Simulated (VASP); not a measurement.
A run of VASP 6.6.1 is set up as follows.

INCAR

```
PREC = Accurate ; ENCUT = 520
EDIFF = 1E-7 ; ISMEAR = 0
SIGMA = 0.1 ; LREAL = F
LASPH = T ; NELM = 60
ALGO = Normal ; ISIF = 2
LWAVE = F ; LCHARG = F
GGA = PE ; NBANDS = 21
```

The input KPOINTS:

```
regular mesh
0
Gamma
  6 6 6
```

Contents of POSCAR:

```
PbW
1.0
    0.0000000000      2.8344811033      2.8344811033
    2.8344811033      0.0000000000      2.8344811033
    2.8344811033      2.8344811033      0.0000000000
Pb W
1 1
Direct
    0.0000000000      0.0000000000      0.0000000000
    0.5000000000      0.5000000000      0.5000000000
```

Potentials or basis: VASP PAW PBE potentials, release 64 (Pb_d, W_sv).

Run with:

```sh
$ cat potpaw_PBE.64/Pb_d/POTCAR potpaw_PBE.64/W_sv/POTCAR > POTCAR
$ mpirun -np 1 vasp_std > vasp.out
```

**Question.** What does it give for the pressure?

**Answer.** 0.1 GPa.

**Question.** Predict the band gap on the k mesh.

**Answer.** Zero (bands 14 and 15 overlap by 1.05 eV).

Caveat: spin-orbit coupling is left out, which moves the levels of the heavy elements.
